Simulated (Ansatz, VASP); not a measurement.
**One calculation of Ir, two programs**

```
Ir
1.0
    -1.52367    1.52367    1.52367
     1.52367   -1.52367    1.52367
     1.52367    1.52367   -1.52367
Ir
1
Direct
  0.00000 0.00000 0.00000
```

Alike in both runs: task relaxation of cell and atoms; functional BLYP; k mesh 14 × 14 × 14; occupations fermi-dirac, width 0.1 eV; no spin polarisation.

|  | VASP | Ansatz |
| --- | --- | --- |
| version | VASP 6.6.1 | Ansatz 0.2.0 |
| potentials or method | VASP PAW PBE potentials, release 64 (Ir), cutoff 600 eV | plane waves (420 eV) with PAW, scalar-relativistic |
| valence electrons in the cell | 9 | 17 |

VASP gave:

| Property | Result |
| --- | --- |
| relaxed volume (Å³/atom) | 16.00 |
| relaxed cell length with the largest relative difference (Å) | 2.749 |

Question: Which values does Ansatz return?

Answer: Relaxed volume (Å³/atom): 15.88; relaxed cell length with the largest relative difference (Å): 2.742.

VASP's potentials were made for PBE, not for BLYP. VASP's potentials hold 9 valence electrons a cell and Ansatz's 17, so a difference there can come from the potentials and not from the codes.

Spin-orbit coupling is off throughout.
